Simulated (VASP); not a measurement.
# FeSi (e600) (P2_13) in VASP: a series of runs, part 2 of 2

VASP 6.6.1. The steps go on from the part before.

### Step 3. Single point, PBE

This run uses another cell than the first one, of 11.00 Å³/atom, 1.031 times its volume.

INCAR

```
PREC = Accurate
ENCUT = 520
EDIFF = 1E-7
ISMEAR = 0
SIGMA = 0.01
LREAL = False
LASPH = True
NELM = 100
ALGO = Normal
ISIF = 2
LWAVE = False
LCHARG = True
GGA = PE
LELF = True
LVHAR = True
NBANDS = 34
```

KPOINTS

```
Automatic mesh
0
Gamma
  8 8 8
```

POSCAR

```
FeSi
1.0
    4.4479647420      0.0000000000      0.0000000000
    0.0000000000      4.4479647420      0.0000000000
    0.0000000000      0.0000000000      4.4479647420
Fe Si
4 4
Direct
    0.1359926172      0.1359926172      0.1359926172
    0.3640073828      0.8640073828      0.6359926172
    0.6359926172      0.3640073828      0.8640073828
    0.8640073828      0.6359926172      0.3640073828
    0.8407116672      0.8407116672      0.8407116672
    0.6592883328      0.1592883328      0.3407116672
    0.3407116672      0.6592883328      0.1592883328
    0.1592883328      0.3407116672      0.6592883328
```

Potentials or basis: VASP PAW PBE potentials, release 64 (Fe, Si).

Started as:

```bash
$ cat potpaw_PBE.64/Fe/POTCAR potpaw_PBE.64/Si/POTCAR > POTCAR
$ mpirun -np 1 vasp_std > vasp.out
```

OUTCAR:

```text
PREC = Accurate
   ENCUT = 520
   EDIFF = 1E-7
   ISMEAR = 0
   LREAL = False
   LASPH = True
   NELM = 100
   ISIF = 2
   GGA = PE

 ion  position               nearest neighbor table
   1  0.136  0.136  0.136-   5 2.27   6 2.31   7 2.31   8 2.31   7 2.50   8 2.50   6 2.50   3 2.73
                             4 2.73   2 2.73   2 2.73   4 2.73   3 2.73
   2  0.364  0.864  0.636-   6 2.27   5 2.31   7 2.31   8 2.31   7 2.50   8 2.50   5 2.50   1 2.73
                             1 2.73   3 2.73   3 2.73   4 2.73   4 2.73
   3  0.636  0.364  0.864-   7 2.27   6 2.31   5 2.31   8 2.31   8 2.50   6 2.50   5 2.50   1 2.73
                             4 2.73   2 2.73   2 2.73   4 2.73   1 2.73
   4  0.864  0.636  0.364-   8 2.27   6 2.31   7 2.31   5 2.31   6 2.50   5 2.50   7 2.50   1 2.73
                             3 2.73   2 2.73   1 2.73   2 2.73   3 2.73
   5  0.841  0.841  0.841-   1 2.27   2 2.31   3 2.31   4 2.31   3 2.50   4 2.50   2 2.50   6 2.76
                             7 2.76   8 2.76   6 2.76   8 2.76   7 2.76
   6  0.659  0.159  0.341-   2 2.27   1 2.31   3 2.31   4 2.31   3 2.50   4 2.50   1 2.50   8 2.76
                             5 2.76   5 2.76   7 2.76   7 2.76   8 2.76
   7  0.341  0.659  0.159-   3 2.27   2 2.31   1 2.31   4 2.31   4 2.50   2 2.50   1 2.50   8 2.76
                             5 2.76   8 2.76   6 2.76   6 2.76   5 2.76
   8  0.159  0.341  0.659-   4 2.27   2 2.31   3 2.31   1 2.31   2 2.50   1 2.50   3 2.50   7 2.76
                             5 2.76   7 2.76   5 2.76   6 2.76   6 2.76

  LATTYP: Found a simple cubic cell.
 ALAT       =     4.4479647420

  Lattice vectors:

 A1 = (   4.4479647420,   0.0000000000,   0.0000000000)
 A2 = (   0.0000000000,   4.4479647420,   0.0000000000)
 A3 = (   0.0000000000,   0.0000000000,   4.4479647420)

Analysis of symmetry for initial positions (statically):
=====================================================================
 Subroutine PRICEL returns:
 Original cell was already a primitive cell.

[... 155 lines left out ...]
     AMIX_MAG =   1.60;   BMIX_MAG =  1.00
  volume/ion in A,a.u.               =      11.00        74.23
  Fermi-wavevector in a.u.,A,eV,Ry     =   1.337603  2.527703 24.343297  1.789182
  Thomas-Fermi vector in A             =   2.466139
   LORBIT       =      0    0 simple, 1 ext, 2 COOP (PROOUT), +10 PAW based schemes
   GGA     = PE    functional components
   LHFCALC =     F    Hartree Fock is set to
   AEXX    =    0.0000 exact exchange contribution
   IVDW    =     0    specifies the selected vdW correction
   LEPSILON=     F    determine dielectric tensor
   LRPA    =     F    only Hartree local field effects (RPA)
 non-spin polarized calculation
 Gauss-broadening in eV      SIGMA  =   0.01
  energy-cutoff  :      520.00
  volume of cell :       88.00
 maximum number of plane-waves:      2392
 NGX is ok and might be reduce to    36
   NGX = 17   NGY = 17   NGZ = 17

 number of electron      48.0000013 magnetization

 Free energy of the ion-electron system (eV)
  ---------------------------------------------------
  ext. energy  EPLUGINS =         0.00000000
  ---------------------------------------------------
  free energy    TOTEN  =       -58.78214889 eV

  energy without entropy =      -58.78214889  energy(sigma->0) =      -58.78214889

 E-fermi :   9.7881     XC(G=0): -12.7992

 val. band max:        9.7218207549   @ k =  -0.1250   0.3750   0.0000
 cond. band min:       9.8834881817   @ k =   0.2500   0.2500   0.0000
 fundamental gap:      0.1616674268
 Fermi energy:         9.7881126903

 k-point     1 :       0.0000    0.0000    0.0000
  band No.  band energies     occupation
      1      -3.5180      2.00000
      2       1.8375      2.00000
      3       1.8375      2.00000
      4       1.8375      2.00000
      5       4.6742      2.00000
      6       4.6742      2.00000
[... 877 lines left out ...]
     33      13.9559      0.00000
     34      14.6842      0.00000

 [... further k-points ...]
[... 5 lines left out ...]
  --------------------------------------------------------------------------------------
  -------------------------------------------------------------------------------------
  Total        0.0930709      0.0930709      0.0930709     -0.0000000     -0.0000000      0.0000000
  in kB        1.6944959      1.6944959      1.6944959     -0.0000000     -0.0000000      0.0000000
  external PRESSURE =       1.6944959 kB  Pullay stress =       0.0000000 kB

 VOLUME and BASIS-vectors are now :
 -----------------------------------------------------------------------------
  energy-cutoff  :      520.00
  volume of cell :       88.00
      direct lattice vectors                 reciprocal lattice vectors
     4.447964742  0.000000000  0.000000000     0.224821926  0.000000000  0.000000000
     0.000000000  4.447964742  0.000000000     0.000000000  0.224821926  0.000000000
     0.000000000  0.000000000  4.447964742     0.000000000  0.000000000  0.224821926

 POSITION                                       TOTAL-FORCE (eV/Angst)
 -----------------------------------------------------------------------------------
      0.60489      0.60489      0.60489         0.020369      0.020369      0.020369
      1.61909      3.84307      2.82887        -0.020369     -0.020369      0.020369
      2.82887      1.61909      3.84307         0.020369     -0.020369     -0.020369
      3.84307      2.82887      1.61909        -0.020369      0.020369     -0.020369
      3.73946      3.73946      3.73946         0.001609      0.001609      0.001609
      2.93249      0.70851      1.51547        -0.001609     -0.001609      0.001609
      1.51547      2.93249      0.70851         0.001609     -0.001609     -0.001609
      0.70851      1.51547      2.93249        -0.001609      0.001609     -0.001609
 -----------------------------------------------------------------------------------
    total drift:                               -0.000001     -0.000001     -0.000000

  FREE ENERGIE OF THE ION-ELECTRON SYSTEM (eV)
  ---------------------------------------------------
  free  energy   TOTEN  =       -58.7821488935 eV

  energy  without entropy=      -58.7821488935  energy(sigma->0) =      -58.78214889
```

Wall time 2.5 min (1 thread of Intel Xeon 6975P-C, shared host); peak memory 0.26 GiB.

Results:

| Quantity | Value |
| --- | --- |
| Free energy | -58.7821 eV |
| Pressure | 0.2 GPa |
| Largest force | 0.035 eV/Å |
| Band gap on the k mesh | 0.16 eV, indirect (least direct gap 0.17 eV) |

Forces on the atoms (eV/Å):
```
Fe   0.020  0.020  0.020
Fe  -0.020 -0.020  0.020
Fe   0.020 -0.020 -0.020
Fe  -0.020  0.020 -0.020
Si   0.002  0.002  0.002
Si  -0.002 -0.002  0.002
Si   0.002 -0.002 -0.002
Si  -0.002  0.002 -0.002
```

A k mesh can miss the band edges. Spin polarisation is off, so any magnetic state and its effect on volume and gap are missing.

### Step 4. Single point, PBE (volume scaled by 1.03, then relaxed in part)

INCAR

```
SYSTEM = FeSi
  PREC = Accurate
  ENCUT = 520
  EDIFF = 1E-7
  ISMEAR = 0
  SIGMA = 0.01
  LREAL = .FALSE.
  LASPH = .TRUE.
  NELM = 80
  ALGO = Normal
  ISIF = 2
  LWAVE = .FALSE.
  LCHARG = .FALSE.
  GGA = PE
  NBANDS = 34
```

KPOINTS

```
Automatic mesh
0
G
  8 8 8
  0 0 0
```

POSCAR

```
FeSi
1.0
    4.4920068611      0.0000000000      0.0000000000
    0.0000000000      4.4920068611      0.0000000000
    0.0000000000      0.0000000000      4.4920068611
Fe Si
4 4
Direct
    0.1345095135      0.1345095135      0.1345095135
    0.3654904865      0.8654904865      0.6345095135
    0.6345095135      0.3654904865      0.8654904865
    0.8654904865      0.6345095135      0.3654904865
    0.8400474509      0.8400474509      0.8400474509
    0.6599525491      0.1599525491      0.3400474509
    0.3400474509      0.6599525491      0.1599525491
    0.1599525491      0.3400474509      0.6599525491
```

Started as:

```bash
$ cat potpaw_PBE.64/Fe/POTCAR potpaw_PBE.64/Si/POTCAR > POTCAR
$ mpirun -np 1 vasp_std > vasp.out
```

Wall time 2.5 min (1 thread of Intel Xeon 6975P-C, shared host); peak memory 0.26 GiB.

It converged, with:

```
Free energy            : -58.7323 eV
Pressure               : -5.8 GPa
Largest force          : 0.033 eV/Å
Band gap on the k mesh : 0.16 eV, indirect (least direct gap 0.17 eV)
```

Forces in eV/Å, atoms in the order of the input:
```
Fe   0.019  0.019  0.019
Fe  -0.019 -0.019  0.019
Fe   0.019 -0.019 -0.019
Fe  -0.019  0.019 -0.019
Si   0.003  0.003  0.003
Si  -0.003 -0.003  0.003
Si   0.003 -0.003 -0.003
Si  -0.003  0.003 -0.003
```

Levels at points of the mesh, in eV from the valence-band top:
```tsv
k point	band 20	band 21	band 22	band 23	band 24	band 25	band 26	band 27	band 28	band 29
(0.00, 0.00, 0.00)	-0.27	-0.27	-0.27	-0.03	-0.03	0.64	0.64	0.64	2.90	2.90
(0.50, 0.00, 0.00)	-1.18	-0.36	-0.36	-0.01	-0.01	0.20	0.20	1.67	1.67	2.11
(0.50, 0.50, 0.00)	-1.21	-0.97	-0.97	-0.34	-0.34	0.62	0.62	1.25	1.25	2.58
(0.50, 0.50, 0.50)	-0.70	-0.63	-0.63	-0.63	-0.63	0.48	0.48	0.48	0.48	5.45
```

Caveat: the cell differs from its parent crystal (volume scaled by 1.03, then relaxed in part). A k mesh can miss the band edges.

### Step 5. Single point, PBE (volume scaled by 1.06, then relaxed in part)

INCAR

```
SYSTEM = FeSi
PREC = Accurate
ENCUT = 520
EDIFF = 1E-6
ISMEAR = 0
SIGMA = 0.01
LREAL = .FALSE.
LASPH = .TRUE.
NELM = 100
ALGO = Normal
ISIF = 2
LWAVE = .FALSE.
LCHARG = .FALSE.
GGA = PE
NBANDS = 34
```

KPOINTS is that of step 4.

POSCAR

```
FeSi
1.0
    4.5352018846      0.0000000000      0.0000000000
    0.0000000000      4.5352018846      0.0000000000
    0.0000000000      0.0000000000      4.5352018846
Fe Si
4 4
Direct
    0.1328534121      0.1328534121      0.1328534121
    0.3671465879      0.8671465879      0.6328534121
    0.6328534121      0.3671465879      0.8671465879
    0.8671465879      0.6328534121      0.3671465879
    0.8393311832      0.8393311832      0.8393311832
    0.6606688168      0.1606688168      0.3393311832
    0.3393311832      0.6606688168      0.1606688168
    0.1606688168      0.3393311832      0.6606688168
```

Started as:

```bash
$ cat potpaw_PBE.64/Fe/POTCAR potpaw_PBE.64/Si/POTCAR > POTCAR
$ mpirun -np 1 vasp_std > vasp.out
```

It took 2.4 min on 1 thread of Intel Xeon 6975P-C, shared host; peak memory 0.26 GiB.

Results (log left out):

| Property | Result |
| --- | --- |
| Free energy | -58.5916 eV |
| Pressure | -10.9 GPa |
| Largest force | 0.031 eV/Å |
| Band gap on the k mesh | 0.16 eV, indirect (least direct gap 0.18 eV) |

Forces on the atoms (eV/Å):
```
Fe   0.018  0.018  0.018
Fe  -0.018 -0.018  0.018
Fe   0.018 -0.018 -0.018
Fe  -0.018  0.018 -0.018
Si   0.003  0.003  0.003
Si  -0.003 -0.003  0.003
Si   0.003 -0.003 -0.003
Si  -0.003  0.003 -0.003
```

Levels at points of the mesh, in eV from the valence-band top:
| k point | band 20 | band 21 | band 22 | band 23 | band 24 | band 25 | band 26 | band 27 | band 28 | band 29 |
| --- | --- | --- | --- | --- | --- | --- | --- | --- | --- | --- |
| (0.00, 0.00, 0.00) | -0.26 | -0.26 | -0.26 | -0.03 | -0.03 | 0.61 | 0.61 | 0.61 | 2.78 | 2.78 |
| (0.50, 0.00, 0.00) | -1.13 | -0.34 | -0.34 | -0.01 | -0.01 | 0.20 | 0.20 | 1.62 | 1.62 | 2.00 |
| (0.50, 0.50, 0.00) | -1.16 | -0.94 | -0.94 | -0.32 | -0.32 | 0.61 | 0.61 | 1.20 | 1.20 | 2.47 |
| (0.50, 0.50, 0.50) | -0.67 | -0.60 | -0.60 | -0.60 | -0.60 | 0.47 | 0.47 | 0.47 | 0.47 | 5.27 |

Caveat: the cell differs from its parent crystal (volume scaled by 1.06, then relaxed in part).

### Step 6. Overview

```tsv
cell	gap on the mesh (eV)	pressure (GPa)	largest force (eV/Å)
a = 4.403 Å, 8 atoms	0.16	7.4	0.04
a = 4.448 Å, 8 atoms	0.16	0.2	0.04
a = 4.492 Å, 8 atoms	0.16	-5.8	0.03
a = 4.535 Å, 8 atoms	0.16	-10.9	0.03
```

Alike in all rows: task single point; level PBE; potentials or basis VASP PAW PBE potentials, release 64 (Fe, Si); no spin polarisation; k mesh 8 × 8 × 8; cutoff (eV) 520; smearing gaussian 0.01 eV.

Total energies depend on the potentials used, so only differences within one code and one set of settings carry meaning.
